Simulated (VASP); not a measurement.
# VH6 (Pm-3m) in VASP: a series of runs

Runs on VH6. Level: PBE. Tasks: single point, relaxation of cell and atoms.

All numbers are computed with VASP 6.6.1; they aren't measurements. Logs are shortened: lines on timing, memory, paths and dates and some standing lists are left out, and cuts for length are marked.

## (1) The cell of the first run

The structure is cubic, space group Pm-3m (No. 221). The conventional cell has a = 3.619 Å, b = 3.619 Å, c = 3.619 Å, α = 90.00°, β = 90.00°, γ = 90.00°. V (site symmetry m-3m) has 24 H at 2.59 Å within 3.4 Å. H (site symmetry 4mm) has 1 H at 0.83 Å within 1.1 Å.

The cell was generated, and may not be a known phase.

## (2) Single point, PBE, collinear spin, ferromagnetic start

The input, INCAR:

```
SYSTEM = VH6
  ALGO = Normal
  EDIFF = 1E-6
  ENCUT = 520
  GGA = PE
  ISIF = 2
  ISMEAR = 0
  ISPIN = 2
  LASPH = .True.
  LCHARG = .True.
  LELF = .True.
  LMAXMIX = 4
  LORBIT = 11
  LREAL = .False.
  LVHAR = .True.
  LWAVE = .False.
  MAGMOM = 2 0 0 0 0 0 0
  NBANDS = 22
  NELM = 150
  PREC = Accurate
  SIGMA = 0.1
```

The input, KPOINTS:

```
k-points
0
Gamma
  4 4 4
  0 0 0
```

The input, POSCAR:

```
VH6
1.0
    3.6187228015      0.0000000000      0.0000000000
    0.0000000000      3.6187228015      0.0000000000
    0.0000000000      0.0000000000      3.6187228015
V H
1 6
Direct
    0.0000000000      0.0000000000      0.0000000000
    0.5000000000      0.5000000000      0.1148413199
    0.5000000000      0.5000000000      0.8851586801
    0.1148413199      0.5000000000      0.5000000000
    0.8851586801      0.5000000000      0.5000000000
    0.5000000000      0.1148413199      0.5000000000
    0.5000000000      0.8851586801      0.5000000000
```

Potentials or basis: VASP PAW PBE potentials, release 64 (V_sv, H).

Launch:

```sh
> cat potpaw_PBE.64/V_sv/POTCAR potpaw_PBE.64/H/POTCAR > POTCAR
> mpirun -np 1 vasp_std > vasp.out
```

OUTCAR:

```text
SYSTEM = VH6
   EDIFF = 1E-6
   ENCUT = 520
   GGA = PE
   ISIF = 2
   ISMEAR = 0
   ISPIN = 2
   LASPH = .True.
   LORBIT = 11
   LREAL = .False.
   NELM = 150
   PREC = Accurate

 ion  position               nearest neighbor table
   1  0.000  0.000  0.000-
   2  0.500  0.500  0.115-   3 0.83
   3  0.500  0.500  0.885-   2 0.83
   4  0.115  0.500  0.500-   5 0.83
   5  0.885  0.500  0.500-   4 0.83
   6  0.500  0.115  0.500-   7 0.83
   7  0.500  0.885  0.500-   6 0.83

  LATTYP: Found a simple cubic cell.
 ALAT       =     3.6187228015

  Lattice vectors:

 A1 = (   3.6187228015,   0.0000000000,   0.0000000000)
 A2 = (   0.0000000000,   3.6187228015,   0.0000000000)
 A3 = (   0.0000000000,   0.0000000000,   3.6187228015)

Analysis of symmetry for initial positions (statically):
=====================================================================
 Subroutine PRICEL returns:
 Original cell was already a primitive cell.

 Routine SETGRP: Setting up the symmetry group for a
 simple cubic supercell.

 Subroutine GETGRP returns: Found 48 space group operations
 (whereof 48 operations were pure point group operations)
 out of a pool of 48 trial point group operations.

The static configuration has the point symmetry O_h .

Analysis of symmetry for dynamics (positions and initial velocities):
=====================================================================
 Subroutine PRICEL returns:
 Original cell was already a primitive cell.

 Routine SETGRP: Setting up the symmetry group for a
 simple cubic supercell.

 Subroutine GETGRP returns: Found 48 space group operations
 (whereof 48 operations were pure point group operations)
 out of a pool of 48 trial point group operations.

The dynamic configuration has the point symmetry O_h .

Analysis of structural, dynamic, and magnetic symmetry:
=====================================================================
 Subroutine PRICEL returns:
 Original cell was already a primitive cell.

 Routine SETGRP: Setting up the symmetry group for a
 simple cubic supercell.

 Subroutine GETGRP returns: Found 48 space group operations
 (whereof 48 operations were pure point group operations)
 out of a pool of 48 trial point group operations.

The overall configuration has the point symmetry O_h .

 Subroutine INISYM returns: Found 48 space group operations
 (whereof 48 operations are pure point group operations),
[... 127 lines left out ...]
 NGX is ok and might be reduce to    28
   NGX = 13   NGY = 13   NGZ = 13

 number of electron      19.0000002 magnetization       4.0632417

 Free energy of the ion-electron system (eV)
  ---------------------------------------------------
  ext. energy  EPLUGINS =         0.00000000
  ---------------------------------------------------
  free energy    TOTEN  =       -24.11330033 eV

  energy without entropy =      -24.10440617  energy(sigma->0) =      -24.10885325

 E-fermi :   4.1191     XC(G=0):  -9.5140

 val. band max:        4.0233036468   @ k =   0.2500   0.2500   0.2500
 cond. band min:       4.1557523934   @ k =   0.5000   0.0000   0.0000
 fundamental gap:      0.1324487466
 Fermi energy:         4.1190620656

 spin component 1

 k-point     1 :       0.0000    0.0000    0.0000
  band No.  band energies     occupation
      1     -60.8082      1.00000
      2     -34.7509      1.00000
      3     -34.7509      1.00000
      4     -34.7509      1.00000
      5      -8.7395      1.00000
      6      -2.8085      1.00000
[... 229 lines left out ...]
     20      20.5109      0.00000
     21      20.5109      0.00000
 Fermi energy:         4.1190620656

 spin component 2

 k-point     1 :       0.0000    0.0000    0.0000
  band No.  band energies     occupation
      1     -57.7045      1.00000
      2     -31.6597      1.00000
      3     -31.6597      1.00000
      4     -31.6597      1.00000
      5      -8.4038      1.00000
      6      -2.5271      1.00000
[... 229 lines left out ...]
     20      21.2772      0.00000
     21      21.2772      0.00000
 [bands above 21 left out]

------------------------ aborting loop because EDIFF is reached ----------------------------------------

  FORCE on cell =-STRESS in cart. coord.  units (eV):
  Direction    XX          YY          ZZ          XY          YZ          ZX
  --------------------------------------------------------------------------------------
  -------------------------------------------------------------------------------------
  Total       -0.1087264     -0.1087264     -0.1087264     -0.0000000     -0.0000000      0.0000000
  in kB       -3.6760348     -3.6760348     -3.6760348     -0.0000000     -0.0000000      0.0000000
  external PRESSURE =      -3.6760348 kB  Pullay stress =       0.0000000 kB

 VOLUME and BASIS-vectors are now :
 -----------------------------------------------------------------------------
  energy-cutoff  :      520.00
  volume of cell :       47.39
      direct lattice vectors                 reciprocal lattice vectors
     3.618722802  0.000000000  0.000000000     0.276340592  0.000000000  0.000000000
     0.000000000  3.618722802  0.000000000     0.000000000  0.276340592  0.000000000
     0.000000000  0.000000000  3.618722802     0.000000000  0.000000000  0.276340592

 POSITION                                       TOTAL-FORCE (eV/Angst)
 -----------------------------------------------------------------------------------
      0.00000      0.00000      0.00000         0.000000     -0.000000     -0.000000
      1.80936      1.80936      0.41558        -0.000000     -0.000000     -0.010287
      1.80936      1.80936      3.20314         0.000000     -0.000000      0.010287
      0.41558      1.80936      1.80936        -0.010287     -0.000000      0.000000
      3.20314      1.80936      1.80936         0.010287     -0.000000     -0.000000
      1.80936      0.41558      1.80936        -0.000000     -0.010287     -0.000000
      1.80936      3.20314      1.80936         0.000000      0.010287     -0.000000
 -----------------------------------------------------------------------------------
    total drift:                               -0.000000      0.000000      0.000000

  FREE ENERGIE OF THE ION-ELECTRON SYSTEM (eV)
  ---------------------------------------------------
  free  energy   TOTEN  =       -24.1133003344 eV

  energy  without entropy=      -24.1044061658  energy(sigma->0) =      -24.10885325

 total charge

# of ion       s       p       d       tot
------------------------------------------
    1        2.114   6.009   3.265  11.388
    2        0.550   0.031   0.000   0.581
    3        0.550   0.031   0.000   0.581
    4        0.550   0.031   0.000   0.581
    5        0.550   0.031   0.000   0.581
    6        0.550   0.031   0.000   0.581
    7        0.550   0.031   0.000   0.581
--------------------------------------------------
tot          5.416   6.195   3.265  14.876

 magnetization (x)

# of ion       s       p       d       tot
------------------------------------------
    1        0.061   0.026   3.142   3.230
    2        0.002   0.004   0.000   0.005
    3        0.002   0.004   0.000   0.005
    4        0.002   0.004   0.000   0.005
    5        0.002   0.004   0.000   0.005
    6        0.002   0.004   0.000   0.005
    7        0.002   0.004   0.000   0.005
--------------------------------------------------
tot          0.072   0.048   3.142   3.262
```

stdout:

```text
POSCAR found type information on POSCAR V H
 POSCAR found :  2 types and       7 ions
 scaLAPACK will be used
 LDA part: xc-table for (Slater+PW92), standard interpolation
 POSCAR, INCAR and KPOINTS ok, starting setup
 FFT: planning ... GRIDC
 FFT: planning ... GRID_SOFT
 FFT: planning ... GRID
 WAVECAR not read
 entering main loop
```

It took 74 s on 1 thread of Intel Xeon 8259CL, shared host; peak memory 0.17 GiB.

What came out:

```yaml
Free_energy: -24.1133 eV
Pressure: -0.4 GPa
Largest_force: 0.010 eV/Å
Net_moment: 4.06 μB per cell
Site_moments: V +3.23; H +0.01 μB
Valence_electrons_inside_the_program's_atomic_spheres: V 11.39; H 0.58
```

Forces in eV/Å, atoms in the order of the input:
```
V    0.000  0.000  0.000
H    0.000  0.000 -0.010
H    0.000  0.000  0.010
H   -0.010  0.000  0.000
H    0.010  0.000  0.000
H    0.000 -0.010  0.000
H    0.000  0.010  0.000
```

Caveat: the k points lie up to 0.43 Å⁻¹ apart.

## (3) Single point, PBE, collinear spin, ferromagnetic start

This run uses another cell than the first one, of 7.93 Å³/atom.

The input, INCAR:

```
SYSTEM = VH6
  ALGO = Normal
  EDIFF = 1E-7
  ENCUT = 520
  GGA = PE
  ISIF = 2
  ISMEAR = 0
  ISPIN = 2
  LASPH = .True.
  LCHARG = .False.
  LMAXMIX = 4
  LORBIT = 11
  LREAL = .False.
  LWAVE = .False.
  MAGMOM = 2 0 0 0 0 0 0
  NBANDS = 22
  NELM = 150
  PREC = Accurate
  SIGMA = 0.1
```

KPOINTS is that of step 2.

The input, POSCAR:

```
VH6
1.0
    3.8151531700      0.0000000000      0.0000000000
    0.0000000000      3.8151531700      0.0000000000
    0.0000000000      0.0000000000      3.8151531700
V H
1 6
Direct
    0.0000000000      0.0000000000      0.0000000000
    0.5000000000      0.5000000000      0.2070000000
    0.5000000000      0.5000000000      0.7930000000
    0.2070000000      0.5000000000      0.5000000000
    0.7930000000      0.5000000000      0.5000000000
    0.5000000000      0.2070000000      0.5000000000
    0.5000000000      0.7930000000      0.5000000000
```

Potentials or basis: VASP PAW PBE potentials, release 64 (V_sv, H).

Launch:

```sh
> cat potpaw_PBE.64/V_sv/POTCAR potpaw_PBE.64/H/POTCAR > POTCAR
> mpirun -np 1 vasp_std > vasp.out
```

Wall time 2.1 min (1 thread of Intel Xeon 8259CL, shared host); peak memory 0.18 GiB.

It converged, with:

| Quantity | Value |
| --- | --- |
| Free energy | -19.8940 eV |
| Pressure | -22.5 GPa |
| Largest force | 0.429 eV/Å |
| Net moment | -0.32 μB per cell |
| Site moments | V -0.26; H -0.00 μB |
| Valence electrons inside the program's atomic spheres | V 11.08; H 0.41 |

Forces on the atoms (eV/Å):
```
V    0.000  0.000  0.000
H    0.000  0.000 -0.429
H    0.000  0.000  0.429
H   -0.429  0.000  0.000
H    0.429  0.000  0.000
H    0.000 -0.429  0.000
H    0.000  0.429  0.000
```

Levels at points of the mesh, in eV from the Fermi level:
Spin up:
```
           k point  band 5  band 6  band 7  band 8  band 9  band 10  band 11  band 12  band 13  band 14
(0.00, 0.00, 0.00)  -10.77   -1.75   -1.75   -0.08   -0.08    -0.08     0.17     0.17     0.17     1.47
(0.50, 0.00, 0.00)   -9.64   -5.95   -0.94   -0.94   -0.27    -0.13     0.22     1.03     1.73     1.73
(0.50, 0.50, 0.00)   -8.64   -4.99   -4.99   -0.83   -0.15    -0.15    -0.06     0.94     1.06     1.89
(0.50, 0.50, 0.50)   -7.22   -4.82   -4.82   -4.82    0.91     0.91     0.91     1.09     1.09     2.12
```
Spin down:
```tsv
k point	band 7	band 8	band 9	band 10	band 11	band 12	band 13	band 14
(0.00, 0.00, 0.00)	-2.13	-0.11	-0.11	-0.11	0.47	0.47	0.47	1.11
(0.50, 0.00, 0.00)	-0.99	-0.78	-0.78	-0.27	0.09	0.52	1.82	1.82
(0.50, 0.50, 0.00)	-5.00	-1.36	0.09	0.13	0.13	0.15	0.89	1.41
(0.50, 0.50, 0.50)	-4.79	-4.79	0.11	0.11	1.17	1.17	1.17	2.03
```

Caveat: the k points lie up to 0.41 Å⁻¹ apart; a moment this small can come from the mesh or the smearing.

(Part 1 of 2 ends here.)
